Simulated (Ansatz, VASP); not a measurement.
**One calculation of K2RbCl6, two programs**

```
Rb Cl K
1.0
     0.00000    5.20393    5.20393
     5.20393    0.00000    5.20393
     5.20393    5.20393    0.00000
Rb Cl K
1 6 2
Direct
  0.00000 0.00000 0.00000
  0.76010 0.23990 0.76010
  0.76010 0.23990 0.23990
  0.23990 0.76010 0.23990
  0.23990 0.76010 0.76010
  0.76010 0.76010 0.23990
  0.23990 0.23990 0.76010
  0.75000 0.75000 0.75000
  0.25000 0.25000 0.25000
```

Alike in both runs: task single point; functional r2SCAN; k mesh 6 × 6 × 6; occupations gaussian, width 0.0291 eV; no spin polarisation.

|  | VASP | Ansatz |
| --- | --- | --- |
| version | VASP 6.6.1 | Ansatz 0.2.0 |
| potentials or method | VASP PAW PBE potentials, release 64 (Rb_sv, Cl, K_sv), cutoff 520 eV | PAW plane waves |
| valence electrons in the cell | 69 | 69 |

VASP gave:

- pressure (GPa): 4.6
- rms of the force components (eV/Å): 1.139

Task: Which values does Ansatz return?

Result: Pressure (GPa): 4.5; rms of the force components (eV/Å): 1.118.

VASP's potentials were made for PBE, not for r2SCAN. Atom by atom the forces differ by 0.021 eV/Å (rms over components).
